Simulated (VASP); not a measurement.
# Ce (Fm-3m) in VASP: a series of runs

The runs below take Ce through single point, with PBE.

Program: VASP 6.6.1. These are calculated values, not measurements. Logs are shortened: lines on timing, memory, paths and dates and some standing lists are left out, and cuts for length are marked.

### Step 1. The cell of the first run

Symmetry: Fm-3m, No. 225, cubic system. Conventional cell: a = 4.671 Å, b = 4.671 Å, c = 4.671 Å, α = 90.00°, β = 90.00°, γ = 90.00°. Within 4.3 Å of Ce (site symmetry m-3m) lie 12 Ce at 3.30 Å.

### Step 2. Single point, PBE

File INCAR:

```
SYSTEM = Ce
ALGO = Normal
EDIFF = 1E-6
ENCUT = 520
GGA = PE
ISIF = 2
ISMEAR = -1
LASPH = .True.
LCHARG = .False.
LREAL = .False.
LWAVE = .False.
NBANDS = 12
NELM = 60
PREC = Accurate
SIGMA = 0.06122561905347299
```

File KPOINTS:

```
k-points
0
Gamma
  40 40 40
  0 0 0
```

File POSCAR:

```
Ce
1.0
    0.0000000000      2.3353165144      2.3353165144
    2.3353165144      0.0000000000      2.3353165144
    2.3353165144      2.3353165144      0.0000000000
Ce
1
Direct
    0.0000000000      0.0000000000      0.0000000000
```

Potentials or basis: VASP PAW PBE potentials, release 64 (Ce).

Started as:

```console
$ cat potpaw_PBE.64/Ce/POTCAR > POTCAR
$ mpirun -np 1 vasp_std > vasp.out
```

OUTCAR:

```text
SYSTEM = Ce
   EDIFF = 1E-6
   ENCUT = 520
   GGA = PE
   ISIF = 2
   ISMEAR = -1
   LASPH = .True.
   LREAL = .False.
   NELM = 60
   PREC = Accurate

 ion  position               nearest neighbor table
   1  0.000  0.000  0.000-

  LATTYP: Found a face centered cubic cell.
 ALAT       =     4.6706330288

  Lattice vectors:

 A1 = (   0.0000000000,   2.3353165144,   2.3353165144)
 A2 = (   2.3353165144,   0.0000000000,   2.3353165144)
 A3 = (   2.3353165144,   2.3353165144,   0.0000000000)

Analysis of symmetry for initial positions (statically):
=====================================================================
 Subroutine PRICEL returns:
 Original cell was already a primitive cell.

 Routine SETGRP: Setting up the symmetry group for a
 face centered cubic supercell.

 Subroutine GETGRP returns: Found 48 space group operations
 (whereof 48 operations were pure point group operations)
 out of a pool of 48 trial point group operations.

The static configuration has the point symmetry O_h .

Analysis of symmetry for dynamics (positions and initial velocities):
=====================================================================
 Subroutine PRICEL returns:
 Original cell was already a primitive cell.

 Routine SETGRP: Setting up the symmetry group for a
 face centered cubic supercell.

 Subroutine GETGRP returns: Found 48 space group operations
 (whereof 48 operations were pure point group operations)
 out of a pool of 48 trial point group operations.

The dynamic configuration has the point symmetry O_h .

 Subroutine INISYM returns: Found 48 space group operations
 (whereof 48 operations are pure point group operations),
 and found     1 'primitive' translations

----------------------------------------------------------------------------------------

                                     Primitive cell

  volume of cell :      25.4722

  direct lattice vectors                    reciprocal lattice vectors
     0.000000000  2.335316514  2.335316514    -0.214103740  0.214103740  0.214103740
     2.335316514  0.000000000  2.335316514     0.214103740 -0.214103740  0.214103740
     2.335316514  2.335316514  0.000000000     0.214103740  0.214103740 -0.214103740

  length of vectors
     3.302636287  3.302636287  3.302636287     0.370838556  0.370838556  0.370838556

  position of ions in fractional coordinates (direct lattice)
     0.000000000  0.000000000  0.000000000

  ion indices of the primitive-cell ions
   primitive index   ion index
                 1           1

----------------------------------------------------------------------------------------

 KPOINTS: k-points

Automatic generation of k-mesh.
 Grid dimensions read from file:
 generate k-points for:   40   40   40

 Generating k-lattice:

  Cartesian coordinates                     Fractional coordinates (reciprocal lattice)
    -0.005352594  0.005352594  0.005352594     0.025000000  0.000000000  0.000000000
     0.005352594 -0.005352594  0.005352594     0.000000000  0.025000000  0.000000000
     0.005352594  0.005352594 -0.005352594     0.000000000  0.000000000  0.025000000

  Length of vectors
     0.009270964  0.009270964  0.009270964

  Shift w.r.t. Gamma in fractional coordinates (k-lattice)
     0.000000000  0.000000000  0.000000000

 Subroutine IBZKPT returns following result:
 ===========================================

 Found   1661 irreducible k-points:

 Following reciprocal coordinates:
            Coordinates               Weight
  0.000000  0.000000  0.000000      1.000000
  0.025000  0.000000  0.000000      8.000000
  0.050000  0.000000  0.000000      8.000000
  0.075000  0.000000  0.000000      8.000000
  0.100000  0.000000  0.000000      8.000000
  0.125000  0.000000  0.000000      8.000000
[... 16 lines left out ...]
  0.050000  0.025000  0.000000     24.000000
  0.075000  0.025000  0.000000     24.000000
 [... further k-points ...]
   k-points           NKPTS =   1661   k-points in BZ     NKDIM =   1661   number of bands    NBANDS=     12
   number of dos      NEDOS =    301   number of ions     NIONS =      1
   total plane-waves  NPLWV =  21952
   dimension x,y,z NGX =    28 NGY =   28 NGZ =   28
   dimension x,y,z NGXF=    56 NGYF=   56 NGZF=   56
   ions per type =               1
   NGX,Y,Z   is equivalent  to a cutoff of  14.09, 14.09, 14.09 a.u.
   NGXF,Y,Z  is equivalent  to a cutoff of  28.19, 28.19, 28.19 a.u.
 SYSTEM =  Ce
   PREC   = accura    normal or accurate (medium, high low for compatibility)
   ISTART =      0    job   : 0-new  1-cont  2-samecut
   ICHARG =      2    charge: 1-file 2-atom 10-const
   ISPIN  =      1    spin polarized calculation?
   LNONCOLLINEAR =      F non collinear calculations
   LSORBIT =      F    spin-orbit coupling
   LASPH  =      T    aspherical Exc in radial PAW
   ENCUT  =  520.0 eV  38.22 Ry    6.18 a.u.   6.14  6.14  6.14*2*pi/ulx,y,z
   NELM   =     60;   NELMIN=  2; NELMDL= -5     # of ELM steps
   EDIFF  = 0.1E-05   stopping-criterion for ELM
   LREAL  =      F    real-space projection
   EDIFFG = 0.1E-04   stopping-criterion for IOM
   NSW    =      0    number of steps for IOM
   IBRION =     -1    ionic relax: 0-MD 1-quasi-New 2-CG
   NFREE  =      0    steps in history (QN), initial steepest desc. (CG)
   ISIF   =      2    stress and relaxation
   ISYM   =      2    0-nonsym 1-usesym 2-fastsym
   POTIM  = 0.5000    time-step for ionic-motion
   TEBEG  =    0.0;   TEEND  =   0.0 temperature during run
   PSTRESS=    0.0 pullay stress
   NELECT =      12.0000    total number of electrons
   NUPDOWN=      -1.0000    fix difference up-down
   EMIN   =  10.00;   EMAX   =-10.00  energy-range for DOS
   EFERMI =   0.00;   METHOD = LEGACY
   ISMEAR =    -1;   SIGMA  =   0.06  broadening in eV -4-tet -1-fermi 0-gaus
   EFERMI_NEDOS =   21; number of points for ismear=-14 and -15
   IALGO  =     38    algorithm
   IMIX   =      4    mixing-type and parameters
     AMIX     =   0.40;   BMIX     =  1.00
     AMIX_MAG =   1.60;   BMIX_MAG =  1.00
  volume/ion in A,a.u.               =      25.47       171.90
  Fermi-wavevector in a.u.,A,eV,Ry     =   1.273834  2.407197 22.077535  1.622653
  Thomas-Fermi vector in A             =   2.406635
   LORBIT       =      0    0 simple, 1 ext, 2 COOP (PROOUT), +10 PAW based schemes
   GGA     = PE    functional components
   LHFCALC =     F    Hartree Fock is set to
   AEXX    =    0.0000 exact exchange contribution
   IVDW    =     0    specifies the selected vdW correction
   LEPSILON=     F    determine dielectric tensor
   LRPA    =     F    only Hartree local field effects (RPA)
 non-spin polarized calculation
  energy-cutoff  :      520.00
  volume of cell :       25.47
 maximum number of plane-waves:       701
 NGX is ok and might be reduce to    28
   NGX = 13   NGY = 13   NGZ = 13

 number of electron      12.0000000 magnetization

 Free energy of the ion-electron system (eV)
  ---------------------------------------------------
  ext. energy  EPLUGINS =         0.00000000
  ---------------------------------------------------
  free energy    TOTEN  =        -5.93973704 eV

  energy without entropy =       -5.91043750  energy(sigma->0) =       -5.92508727

 E-fermi :   9.8675     XC(G=0): -11.4803

 val. band max:        9.8672934986   @ k =  -0.1250   0.1750   0.0750
 cond. band min:       9.8681568080   @ k =   0.3750   0.2500   0.1250
 fundamental gap:      0.0008633093
 Fermi energy:         9.8675080612

 k-point     1 :       0.0000    0.0000    0.0000
  band No.  band energies     occupation
      1     -24.9545      2.00000
      2      -5.9421      2.00000
      3      -5.9421      2.00000
      4      -5.9421      2.00000
      5       7.0853      2.00000
      6       9.6180      1.96661
      7      10.2628      0.00314
      8      10.2628      0.00314
      9      10.2628      0.00314
     10      11.0787      0.00000
     11      11.0787      0.00000
     12      11.0787      0.00000

 k-point     2 :       0.0250    0.0000    0.0000
  band No.  band energies     occupation
      1     -24.9509      2.00000
      2      -5.9661      2.00000
      3      -5.9447      2.00000
      4      -5.9447      2.00000
      5       7.1164      2.00000
      6       9.6084      1.97138
      7      10.2600      0.00328
      8      10.2638      0.00308
      9      10.2638      0.00308
     10      11.0506      0.00000
     11      11.0506      0.00000
     12      11.0788      0.00000

 k-point     3 :       0.0500    0.0000    0.0000
  band No.  band energies     occupation
      1     -24.9408      2.00000
      2      -6.0371      2.00000
      3      -5.9524      2.00000
      4      -5.9524      2.00000
      5       7.2075      2.00000
      6       9.5811      1.98158
      7      10.2518      0.00375
      8      10.2670      0.00293
      9      10.2670      0.00293
     10      10.9854      0.00000
     11      10.9854      0.00000
     12      11.0793      0.00000
[... 286 lines left out ...]
 k-point    23 :       0.0500    0.0250    0.0000
  band No.  band energies     occupation
      1     -24.9418      2.00000
      2      -6.0182      2.00000
      3      -5.9602      2.00000
      4      -5.9540      2.00000
      5       7.1981      2.00000
      6       9.5831      1.98097
      7      10.2481      0.00399
      8      10.2684      0.00286
      9      10.2694      0.00282
     10      10.9951      0.00000
     11      10.9969      0.00000
     12      11.0707      0.00000

 k-point    24 :       0.0750    0.0250    0.0000
  band No.  band energies     occupation
      1     -24.9273      2.00000
      2      -6.1182      2.00000
      3      -5.9753      2.00000
      4      -5.9609      2.00000
      5       7.3252      2.00000
      6       9.5461      1.98956
      7      10.2356      0.00489
      8      10.2723      0.00269
      9      10.2753      0.00256
     10      10.9257      0.00000
     11      10.9275      0.00000
     12      11.0712      0.00000

 [... further k-points ...]

------------------------ aborting loop because EDIFF is reached ----------------------------------------

  FORCE on cell =-STRESS in cart. coord.  units (eV):
  Direction    XX          YY          ZZ          XY          YZ          ZX
  --------------------------------------------------------------------------------------
  -------------------------------------------------------------------------------------
  Total        0.2388929      0.2388929      0.2388929      0.0000000     -0.0000000     -0.0000000
  in kB       15.0261130     15.0261130     15.0261130      0.0000000     -0.0000000     -0.0000000
  external PRESSURE =      15.0261130 kB  Pullay stress =       0.0000000 kB

 VOLUME and BASIS-vectors are now :
 -----------------------------------------------------------------------------
  energy-cutoff  :      520.00
  volume of cell :       25.47
      direct lattice vectors                 reciprocal lattice vectors
     0.000000000  2.335316514  2.335316514    -0.214103740  0.214103740  0.214103740
     2.335316514  0.000000000  2.335316514     0.214103740 -0.214103740  0.214103740
     2.335316514  2.335316514  0.000000000     0.214103740  0.214103740 -0.214103740

 POSITION                                       TOTAL-FORCE (eV/Angst)
 -----------------------------------------------------------------------------------
      0.00000      0.00000      0.00000         0.000000     -0.000000      0.000000
 -----------------------------------------------------------------------------------
    total drift:                                0.000000     -0.000000     -0.000000

  FREE ENERGIE OF THE ION-ELECTRON SYSTEM (eV)
  ---------------------------------------------------
  free  energy   TOTEN  =        -5.9397370428 eV

  energy  without entropy=       -5.9104374955  energy(sigma->0) =       -5.92508727
```

Run time: 5.1 min. Hardware: 1 thread of Intel Xeon 6975P-C (Granite Rapids), shared host; peak memory 0.71 GiB.

Results:

* Free energy: -5.9397 eV
* Pressure: 1.5 GPa
* Band gap on the k mesh: zero (bands 6 and 7 overlap by 0.53 eV)

Caveat: spin-orbit coupling is left out, which moves the levels of the heavy elements; semilocal functionals describe open f shells poorly, which spoils levels, moments and volumes. Spin polarisation is off, so any magnetic state and its effect on volume and gap are missing.

(Continued in part 2 of 2.)
